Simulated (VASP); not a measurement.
Al, 1 atom in the cell. It takes space group Fmmm (No. 69, orthorhombic). Conventional cell: a = 3.182 Å, b = 4.473 Å, c = 4.529 Å, α = 90.00°, β = 90.00°, γ = 90.00°. Within 3.6 Å of Al (site symmetry mmm) lie 14 Al at 2.74 to 3.18 Å. This isn't the form of Al at room conditions, which is fcc. This cell differs from its parent crystal: strain +0.0125 x Voigt [0, 0, 0, 1, 0, 0].

* Program: VASP 6.6.1
* Task: single point
* Functional: PBEsol
* Potentials or basis: VASP PAW PBE potentials, release 64 (Al)
* Cutoff: 520 eV
* k mesh: 20 × 20 × 20
* Occupations: gaussian, width 0.15 eV
* Spin: no spin polarisation
* Dipole correction: no
* Further INCAR settings: ALGO = Normal; EDIFF = 1e-07; NBANDS = 8

Potentials or basis: VASP PAW PBE potentials, release 64 (Al).

Launch:

```sh
$ cat potpaw_PBE.64/Al/POTCAR > POTCAR
$ mpirun -np 1 vasp_std > vasp.out
```

Hardware: 1 thread of AMD EPYC 9R45 96-Core Processor (Zen 5) (shared host).

Question: How long does it take, and how much memory?

Answer: It took 65 s on 1 thread of AMD EPYC 9R45 96-Core Processor (Zen 5) (shared host), peak memory 0.2 GiB. Counts: scf iterations 11, k points 1166.
